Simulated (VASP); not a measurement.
# InSe (C2/m) in VASP: a series of runs

The runs below take InSe through single point, with PBEsol+D3(BJ).

Program: VASP 6.6.1. These are calculated values, not measurements. Logs are shortened: lines on timing, memory, paths and dates and some standing lists are left out, and cuts for length are marked.

## 1. The cell of the first run

The structure is monoclinic, space group C2/m (No. 12). Conventional cell: a = 11.736 Å, b = 4.110 Å, c = 4.610 Å, α = 90.00°, β = 110.30°, γ = 90.00°. Within 3.8 Å of In (site symmetry m) lie 5 Se at 2.68 to 3.61 Å and 3 In at 2.79 to 3.72 Å. Within 3.7 Å of Se (site symmetry m) lie 5 In at 2.68 to 3.61 Å and 3 Se at 3.43 to 3.58 Å.

## 2. Single point, PBEsol+D3(BJ)

INCAR reads:

```
SYSTEM = InSe
PREC = Accurate
ENCUT = 520
EDIFF = 1E-6
ISMEAR = 0
SIGMA = 0.02
LREAL = .FALSE.
LASPH = .TRUE.
NELM = 60
ALGO = Normal
ISIF = 2
LWAVE = .FALSE.
LCHARG = .TRUE.
GGA = PS
IVDW = 12
LELF = .TRUE.
LVHAR = .TRUE.
NBANDS = 27
```

KPOINTS reads:

```
regular mesh
0
G
  10 10 8
  0 0 0
```

POSCAR reads:

```
InSe
1.0
    5.8679031274     -2.0550000000      0.0000000000
    5.8679031274      2.0550000000      0.0000000000
   -1.5994149714      0.0000000000      4.3236525935
In Se
2 2
Direct
    0.8860046184      0.8860046184      0.0316700420
    0.1139953816      0.1139953816      0.9683299580
    0.6558248083      0.6558248083      0.6407011719
    0.3441751917      0.3441751917      0.3592988281
```

Potentials or basis: VASP PAW PBE potentials, release 64 (In_d, Se).

Launch:

```
cat potpaw_PBE.64/In_d/POTCAR potpaw_PBE.64/Se/POTCAR > POTCAR
mpirun -np 1 vasp_std > vasp.out
```

OUTCAR:

```text
SYSTEM = InSe
   PREC = Accurate
   ENCUT = 520
   EDIFF = 1E-6
   ISMEAR = 0
   LREAL = .FALSE.
   LASPH = .TRUE.
   NELM = 60
   ISIF = 2
   GGA = PS
   IVDW = 12
 IVDW          = 12

 ion  position               nearest neighbor table
   1  0.886  0.886  0.032-   3 2.68   4 2.69   4 2.69   2 2.79   2 3.72   2 3.72
   2  0.114  0.114  0.968-   4 2.68   3 2.69   3 2.69   1 2.79   1 3.72   1 3.72
   3  0.656  0.656  0.641-   1 2.68   2 2.69   2 2.69
   4  0.344  0.344  0.359-   2 2.68   1 2.69   1 2.69

  LATTYP: Found a base centered monoclinic cell.
 ALAT       =    11.7358062548
 B/A-ratio  =     0.3502102805
 C/A-ratio  =     0.3928149375
 COS(beta)  =    -0.3469446793

  Lattice vectors:

 A1 = (   5.8679031274,  -2.0550000000,   0.0000000000)
 A2 = (   5.8679031274,   2.0550000000,   0.0000000000)
 A3 = (  -1.5994149714,   0.0000000000,   4.3236525935)

Analysis of symmetry for initial positions (statically):
=====================================================================
 Subroutine PRICEL returns:
 Original cell was already a primitive cell.

 Routine SETGRP: Setting up the symmetry group for a
 base centered monoclinic supercell.

 Subroutine GETGRP returns: Found  4 space group operations
 (whereof  4 operations were pure point group operations)
 out of a pool of  4 trial point group operations.

The static configuration has the point symmetry C_2h.

Analysis of symmetry for dynamics (positions and initial velocities):
=====================================================================
 Subroutine PRICEL returns:
 Original cell was already a primitive cell.

 Routine SETGRP: Setting up the symmetry group for a
 base centered monoclinic supercell.

 Subroutine GETGRP returns: Found  4 space group operations
 (whereof  4 operations were pure point group operations)
 out of a pool of  4 trial point group operations.

The dynamic configuration has the point symmetry C_2h.

 Subroutine INISYM returns: Found  4 space group operations
 (whereof  4 operations are pure point group operations),
 and found     1 'primitive' translations

----------------------------------------------------------------------------------------

                                     Primitive cell

  volume of cell :     104.2739

  direct lattice vectors                    reciprocal lattice vectors
     5.867903127 -2.055000000  0.000000000     0.085209314 -0.243309002  0.031520815
     5.867903127  2.055000000  0.000000000     0.085209314  0.243309002  0.031520815
    -1.599414971  0.000000000  4.323652594     0.000000000  0.000000000  0.231285927

  length of vectors
     6.217339633  6.217339633  4.610000000     0.259718039  0.259718039  0.231285927

  position of ions in fractional coordinates (direct lattice)
     0.886004618  0.886004618  0.031670042
     0.113995382  0.113995382  0.968329958
     0.655824808  0.655824808  0.640701172
     0.344175192  0.344175192  0.359298828

  ion indices of the primitive-cell ions
   primitive index   ion index
                 1           1
                 2           2
                 3           3
                 4           4

----------------------------------------------------------------------------------------

 KPOINTS: regular mesh

Automatic generation of k-mesh.
 Grid dimensions read from file:
 generate k-points for:   10   10    8

 Generating k-lattice:

  Cartesian coordinates                     Fractional coordinates (reciprocal lattice)
     0.008520931 -0.024330900  0.003152081     0.100000000  0.000000000  0.000000000
     0.008520931  0.024330900  0.003152081     0.000000000  0.100000000  0.000000000
     0.000000000  0.000000000  0.028910741     0.000000000  0.000000000  0.125000000

  Length of vectors
     0.025971804  0.025971804  0.028910741

  Shift w.r.t. Gamma in fractional coordinates (k-lattice)
     0.000000000  0.000000000  0.000000000

 Subroutine IBZKPT returns following result:
 ===========================================

 Found    227 irreducible k-points:

 Following reciprocal coordinates:
            Coordinates               Weight
  0.000000  0.000000  0.000000      1.000000
  0.100000 -0.000000  0.000000      4.000000
  0.200000 -0.000000  0.000000      4.000000
  0.300000  0.000000 -0.000000      4.000000
  0.400000  0.000000  0.000000      4.000000
  0.500000 -0.000000  0.000000      2.000000
[... 16 lines left out ...]
  0.300000  0.300000 -0.000000      2.000000
  0.400000  0.300000 -0.000000      4.000000
 [... further k-points ...]
   k-points           NKPTS =    227   k-points in BZ     NKDIM =    227   number of bands    NBANDS=     27
   number of dos      NEDOS =    301   number of ions     NIONS =      4
   total plane-waves  NPLWV =  82944
   dimension x,y,z NGX =    48 NGY =   48 NGZ =   36
   dimension x,y,z NGXF=    96 NGYF=   96 NGZF=   72
   ions per type =               2   2
   NGX,Y,Z   is equivalent  to a cutoff of  12.83, 12.83, 12.98 a.u.
   NGXF,Y,Z  is equivalent  to a cutoff of  25.67, 25.67, 25.96 a.u.
 SYSTEM =  InSe
   PREC   = accura    normal or accurate (medium, high low for compatibility)
   ISTART =      0    job   : 0-new  1-cont  2-samecut
   ICHARG =      2    charge: 1-file 2-atom 10-const
   ISPIN  =      1    spin polarized calculation?
   LNONCOLLINEAR =      F non collinear calculations
   LSORBIT =      F    spin-orbit coupling
   LASPH  =      T    aspherical Exc in radial PAW
   ENCUT  =  520.0 eV  38.22 Ry    6.18 a.u.  11.56 11.56  8.57*2*pi/ulx,y,z
   NELM   =     60;   NELMIN=  2; NELMDL= -5     # of ELM steps
   EDIFF  = 0.1E-05   stopping-criterion for ELM
   LREAL  =      F    real-space projection
   EDIFFG = 0.1E-04   stopping-criterion for IOM
   NSW    =      0    number of steps for IOM
   IBRION =     -1    ionic relax: 0-MD 1-quasi-New 2-CG
   NFREE  =      0    steps in history (QN), initial steepest desc. (CG)
   ISIF   =      2    stress and relaxation
   ISYM   =      2    0-nonsym 1-usesym 2-fastsym
   POTIM  = 0.5000    time-step for ionic-motion
   TEBEG  =    0.0;   TEEND  =   0.0 temperature during run
   PSTRESS=    0.0 pullay stress
   NELECT =      38.0000    total number of electrons
   NUPDOWN=      -1.0000    fix difference up-down
   EMIN   =  10.00;   EMAX   =-10.00  energy-range for DOS
   EFERMI =   0.00;   METHOD = LEGACY
   ISMEAR =     0;   SIGMA  =   0.02  broadening in eV -4-tet -1-fermi 0-gaus
   EFERMI_NEDOS =   21; number of points for ismear=-14 and -15
   IALGO  =     38    algorithm
   IMIX   =      4    mixing-type and parameters
     AMIX     =   0.40;   BMIX     =  1.00
     AMIX_MAG =   1.60;   BMIX_MAG =  1.00
  volume/ion in A,a.u.               =      26.07       175.92
  Fermi-wavevector in a.u.,A,eV,Ry     =   1.169349  2.209749 18.604297  1.367377
  Thomas-Fermi vector in A             =   2.305823
   LORBIT       =      0    0 simple, 1 ext, 2 COOP (PROOUT), +10 PAW based schemes
   GGA     = PS    functional components
   LHFCALC =     F    Hartree Fock is set to
   AEXX    =    0.0000 exact exchange contribution
   IVDW    =    12    specifies the selected vdW correction
   LEPSILON=     F    determine dielectric tensor
   LRPA    =     F    only Hartree local field effects (RPA)
 non-spin polarized calculation
 Gauss-broadening in eV      SIGMA  =   0.02
  energy-cutoff  :      520.00
  volume of cell :      104.27
 maximum number of plane-waves:      2829
 NGX is ok and might be reduce to    48
   NGX = 23   NGY = 23   NGZ = 17

 number of electron      37.9999997 magnetization

 Free energy of the ion-electron system (eV)
  ---------------------------------------------------
  ext. energy  EPLUGINS =         0.00000000
  ---------------------------------------------------
  free energy    TOTEN  =       -15.55184243 eV

  energy without entropy =      -15.55184243  energy(sigma->0) =      -15.55184243

 E-fermi :   4.8794     XC(G=0):  -9.7635

 val. band max:        4.7982573618   @ k =  -0.2000  -0.2000   0.3750
 cond. band min:       5.5992093549   @ k =   0.4000   0.4000   0.0000
 fundamental gap:      0.8009519931
 Fermi energy:         4.8793800161

 k-point     1 :       0.0000    0.0000    0.0000
  band No.  band energies     occupation
      1      -9.7891      2.00000
      2      -9.6806      2.00000
      3      -9.4579      2.00000
      4      -9.4420      2.00000
      5      -9.4049      2.00000
      6      -9.4002      2.00000
[... 19 lines left out ...]
     26      11.6832      0.00000
     27      13.4790      0.00000

 k-point     2 :       0.1000   -0.0000    0.0000
  band No.  band energies     occupation
      1      -9.7859      2.00000
      2      -9.6781      2.00000
      3      -9.5003      2.00000
      4      -9.4328      2.00000
      5      -9.4153      2.00000
      6      -9.3914      2.00000
[... 19 lines left out ...]
     26      11.7387      0.00000
     27      13.6136      0.00000

 k-point     3 :       0.2000   -0.0000    0.0000
  band No.  band energies     occupation
      1      -9.7781      2.00000
      2      -9.6748      2.00000
      3      -9.5669      2.00000
      4      -9.4374      2.00000
      5      -9.4184      2.00000
      6      -9.3821      2.00000
[... 19 lines left out ...]
     26      11.5417      0.00000
     27      13.0524      0.00000

 k-point     4 :       0.3000    0.0000   -0.0000
  band No.  band energies     occupation
      1      -9.7704      2.00000
      2      -9.6880      2.00000
      3      -9.6003      2.00000
      4      -9.4634      2.00000
      5      -9.4054      2.00000
      6      -9.3968      2.00000
[... 19 lines left out ...]
     26      12.1598      0.00000
     27      12.6023      0.00000
[... 516 lines left out ...]
      4      -9.4562      2.00000
      5      -9.4088      2.00000
      6      -9.3901      2.00000
[... 19 lines left out ...]
     26      12.4965      0.00000
     27      12.6325      0.00000

 k-point    23 :       0.3000    0.3000   -0.0000
  band No.  band energies     occupation
      1      -9.7948      2.00000
      2      -9.6242      2.00000
      3      -9.5093      2.00000
      4      -9.4518      2.00000
      5      -9.4152      2.00000
      6      -9.4069      2.00000
[... 19 lines left out ...]
     26      11.6444      0.00000
     27      12.8523      0.00000

 k-point    24 :       0.4000    0.3000   -0.0000
  band No.  band energies     occupation
      1      -9.7959      2.00000
      2      -9.6072      2.00000
      3      -9.5169      2.00000
      4      -9.4690      2.00000
      5      -9.4367      2.00000
      6      -9.3925      2.00000
[... 19 lines left out ...]
     26      11.2822      0.00000
     27      12.2085      0.00000

 [... further k-points ...]

------------------------ aborting loop because EDIFF is reached ----------------------------------------

 Edisp (eV)   -1.29471

 E8    (eV) :    -0.8824

  FORCE on cell =-STRESS in cart. coord.  units (eV):
  Direction    XX          YY          ZZ          XY          YZ          ZX
  --------------------------------------------------------------------------------------
  -------------------------------------------------------------------------------------
  Total      -1.42570    -1.31656    -1.39627     0.00000     0.00000    -0.08290
  in kB     -21.90594   -20.22909   -21.45382     0.00000     0.00000    -1.27382
  external pressure =      -21.20 kB  Pullay stress =        0.00 kB

 VOLUME and BASIS-vectors are now :
 -----------------------------------------------------------------------------
  energy-cutoff  :      520.00
  volume of cell :      104.27
      direct lattice vectors                 reciprocal lattice vectors
     5.867903127 -2.055000000  0.000000000     0.085209314 -0.243309002  0.031520815
     5.867903127  2.055000000  0.000000000     0.085209314  0.243309002  0.031520815
    -1.599414971  0.000000000  4.323652594     0.000000000  0.000000000  0.231285927

 POSITION                                       TOTAL-FORCE (eV/Angst)
 -----------------------------------------------------------------------------------
     10.34733      0.00000      0.13693         0.017320      0.000000     -0.003549
     -0.21093      0.00000      4.18672        -0.017320      0.000000      0.003549
      6.67189      0.00000      2.77017         0.000796      0.000000     -0.014853
      3.46451      0.00000      1.55348        -0.000796      0.000000      0.014853
 -----------------------------------------------------------------------------------
    total drift:                               -0.000000      0.000000      0.000000

  FREE ENERGIE OF THE ION-ELECTRON SYSTEM (eV)
  ---------------------------------------------------
  free  energy   TOTEN  =       -16.8465489517 eV

  energy  without entropy=      -16.8465489517  energy(sigma->0) =      -16.84654895
```

Run time: 6.4 min. Hardware: 1 thread of Intel Xeon 6975P-C (Granite Rapids), shared host; peak memory 0.68 GiB.

Results:

```
Free energy                : -16.8465 eV
Pressure                   : -2.1 GPa
Largest force              : 0.018 eV/Å
Band gap on the k mesh     : 0.80 eV (least direct gap 1.01 eV)
Dispersion energy per atom : -0.324 eV
```

Forces on the atoms (eV/Å):
```
In   0.017  0.000 -0.004
In  -0.017  0.000  0.004
Se   0.001  0.000 -0.015
Se  -0.001  0.000  0.015
```

Levels at points of the mesh, in eV from the valence-band top:
```csv
k point,band 17,band 18,band 19,band 20,band 21,band 22
"(0.00, 0.00, 0.00)",-2.34,-1.82,-1.46,2.64,3.30,3.83
"(0.50, 0.00, 0.00)",-1.72,-1.48,-1.22,1.57,2.42,3.25
"(0.50, 0.50, 0.00)",-1.24,-0.87,-0.34,1.07,2.63,2.72
"(0.00, 0.00, 0.50)",-1.71,-1.26,-0.24,0.84,2.27,3.36
"(0.50, 0.00, 0.50)",-2.67,-2.45,-1.80,2.13,3.06,4.18
"(0.50, 0.50, 0.50)",-1.57,-1.14,-0.45,2.04,2.96,3.11
```

Caveat: the PAW data sets were made with another functional, which shifts forces and pressure a little; spin-orbit coupling is left out, which moves the levels of the heavy elements.

## 3. Single point, PBEsol+D3(BJ)

This run uses another cell than the first one, of 23.86 Å³/atom.

INCAR reads:

```
SYSTEM = InSe
PREC = Accurate
ENCUT = 520
EDIFF = 1E-7
ISMEAR = 0
SIGMA = 0.02
LREAL = .False.
LASPH = .True.
NELM = 60
ALGO = Normal
ISIF = 2
LWAVE = .False.
LCHARG = .False.
GGA = PS
IVDW = 12
NBANDS = 27
```

KPOINTS reads:

```
Automatic mesh
0
Gamma
  10 10 10
  0 0 0
```

POSCAR reads:

```
InSe
1.0
    5.9167194550     -2.0443023002      0.0649409095
    5.9167194550      2.0443023002      0.0649409095
   -1.5652153997      0.0000000000      3.9275755751
In Se
2 2
Direct
    0.8820754945      0.8820754945     -0.0106525271
    0.1179245055      0.1179245055      1.0106525271
    0.6476520082      0.6476520082      0.6227629601
    0.3523479918      0.3523479918      0.3772370399
```

Potentials or basis: VASP PAW PBE potentials, release 64 (In_d, Se).

Launch:

```
cat potpaw_PBE.64/In_d/POTCAR potpaw_PBE.64/Se/POTCAR > POTCAR
mpirun -np 1 vasp_std > vasp.out
```

Run time: 12 min. Hardware: 1 thread of Intel Xeon Platinum 8488C (Sapphire Rapids), shared host; peak memory 0.72 GiB.

The run converged. Its results:

- Free energy: -16.9159 eV
- Pressure: 0.1 GPa
- Largest force: 0.016 eV/Å
- Band gap on the k mesh: 0.12 eV (least direct gap 0.84 eV)
- Dispersion energy per atom: -0.354 eV

Forces in eV/Å, atoms in the order of the input:
```
In   0.014  0.000 -0.004
In  -0.014  0.000  0.004
Se  -0.005  0.000 -0.015
Se   0.005  0.000  0.015
```

Levels at points of the mesh, in eV from the valence-band top:
```tsv
k point	band 16	band 17	band 18	band 19	band 20	band 21	band 22	band 23
(0.00, 0.00, 0.00)	-3.00	-2.86	-2.24	-2.09	2.25	3.61	4.25	5.09
(0.50, 0.00, 0.00)	-2.20	-1.86	-1.62	-0.68	1.33	2.67	2.84	3.11
(0.50, 0.50, 0.00)	-2.96	-1.48	-1.35	-0.90	0.55	1.94	2.86	5.25
(0.00, 0.00, 0.50)	-2.16	-2.04	-1.45	-0.28	0.70	2.68	2.84	3.17
(0.50, 0.00, 0.50)	-4.08	-3.38	-2.95	-2.71	1.51	3.03	3.96	4.65
(0.50, 0.50, 0.50)	-1.87	-1.84	-1.68	-0.22	1.52	2.78	2.95	3.06
```

Caveat: semilocal functionals underestimate gaps, and a narrow one can read as zero; the PAW data sets were made with another functional, which shifts forces and pressure a little; spin-orbit coupling is left out, which moves the levels of the heavy elements. A k mesh can miss the band edges.
